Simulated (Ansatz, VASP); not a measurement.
# One calculation of Mg, two programs

File INCAR:

```
SYSTEM = Mg
  PREC = Accurate
  ENCUT = 600
  EDIFF = 1E-6
  ISMEAR = -5
  SIGMA = 0.05
  LREAL = .FALSE.
  LASPH = .TRUE.
  NELM = 200
  ALGO = Normal
  ISIF = 2
  LWAVE = .FALSE.
  LCHARG = .FALSE.
  ISPIN = 2
  MAGMOM = 0
  LORBIT = 11
  GGA = PS
  IVDW = 12
  NBANDS = 11
  GGA_COMPAT = .FALSE.
```

Contents of KPOINTS:

```
Automatic mesh
0
G
  11 11 11
  0 0 0
```

POSCAR

```
Mg
1.0
   -1.7727644950      1.7727644950      1.7727644950
    1.7727644950     -1.7727644950      1.7727644950
    1.7727644950      1.7727644950     -1.7727644950
Mg
1
Direct
    0.0000000000      0.0000000000      0.0000000000
```

Contents of input.yaml:

```yaml
crystal:
  lattice: { a: 3.54552899, b: 3.54552899, c: 3.54552899, alpha: 90.0, beta: 90.0, gamma: 90.0 }
  space_group: 229
  setting: { hermann_mauguin: Im-3m }
  reduce_to_primitive: true
  atoms:
    - { symbol: Mg, position: [0.0, 0.0, 0.0], spin: 0.5 }
kpoints:
  mp_grid: { grid: [11, 11, 11] }
scf:
  occupations: { method: tetrahedron }
hamiltonian:
  xc: pbesol
  dispersion: d3bj
  pseudopotentials: { kind: all_electron, datasets: crystal }
magnetization:
  spin_polarized: true
output:
  forces: true
  stress: true
  eigenvalues: true
```

Alike in both runs: task single point; functional PBEsol; dispersion D3(BJ); k mesh 11 × 11 × 11; occupations tetrahedron; collinear spin.

```csv
,VASP,Ansatz
version,VASP 6.6.1,Ansatz 0.2.0
potentials or method,"VASP PAW PBE potentials, release 64 (Mg), cutoff 600 eV",all-electron PAW datasets made for the crystal
```

|  | VASP | Ansatz | Ansatz less VASP |
| --- | --- | --- | --- |
| gap on the k mesh at the Fermi level (eV) | none | none | - |
| pressure (GPa) | -2.1 | -2.0 | +0.06 |
| net moment per atom (μB) | 0.00 | 0.00 | 0.000 |

VASP's potentials were made for PBE, not for PBEsol. A gap of «none» marks a metal or a gap that the smearing closes. Ansatz ran all-electron here, and VASP with PAW potentials.
